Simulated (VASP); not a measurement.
Wanted: the native input for a VASP 6.6.1 run.

```yaml
Task: single point
Functional: HSE06
Potentials_or_basis: VASP PAW PBE potentials, release 64 (I, Na_pv)
Cutoff: 520 eV
k_mesh: 4 × 4 × 4
Occupations: fermi-dirac, width 0.05 eV
Spin: no spin polarisation
Dipole_correction: no
Grid_for_exact_exchange_PRECFOCK: Normal
Further_INCAR_settings: ALGO = Normal; EDIFF = 1e-06; NBANDS = 14
Share_of_exact_exchange: 0.25
Screening_parameter: 0.2079 1/Å
```

The system is NaI.

```
I Na
1.0
     0.00000    3.27899    3.27899
     3.27899    0.00000    3.27899
     3.27899    3.27899    0.00000
I Na
1 1
Cartesian
  3.2790 3.2790 3.2790
  0.0000 0.0000 0.0000
```

These files were run (other wordings do the same):

POSCAR

```
NaI
1.0
    0.0000000000      3.2789890945      3.2789890945
    3.2789890945      0.0000000000      3.2789890945
    3.2789890945      3.2789890945      0.0000000000
I Na
1 1
Direct
    0.5000000000      0.5000000000      0.5000000000
    0.0000000000      0.0000000000      0.0000000000
```

INCAR.step1

```
PREC = Accurate
ENCUT = 520
EDIFF = 1E-5
ISMEAR = -1
SIGMA = 0.05
LREAL = F
LASPH = T
NELM = 60
ALGO = Normal
ISIF = 2
LWAVE = T
LCHARG = F
GGA = PE
NBANDS = 14
```

INCAR.step2

```
PREC = Accurate
ENCUT = 520
EDIFF = 1E-6
ISMEAR = -1
SIGMA = 0.05
LREAL = F
LASPH = T
NELM = 60
ALGO = Normal
ISIF = 2
LWAVE = F
LCHARG = F
GGA = PE
LHFCALC = T
HFSCREEN = 0.2079
PRECFOCK = Normal
ISTART = 1
NBANDS = 14
```

KPOINTS

```
regular mesh
0
Gamma
  4 4 4
```

Potentials or basis: VASP PAW PBE potentials, release 64 (I, Na_pv).

The run is started by

```console
$ cat potpaw_PBE.64/I/POTCAR potpaw_PBE.64/Na_pv/POTCAR > POTCAR
$ cp INCAR.step1 INCAR
$ mpirun -np 1 vasp_std > vasp.out
$ cp INCAR.step2 INCAR
$ mpirun -np 1 vasp_std > vasp.out
```

It gave:

- Pressure: -0.4 GPa
- Band gap on the k mesh: 4.55 eV

Caveat: the PAW data sets were made with another functional, which shifts forces and pressure a little; spin-orbit coupling is left out, which moves the levels of the heavy elements.

Run time: 3.4 min on 1 thread of AMD EPYC 9R45 96-Core Processor (Zen 5), on a shared host, peak memory 0.29 GiB.
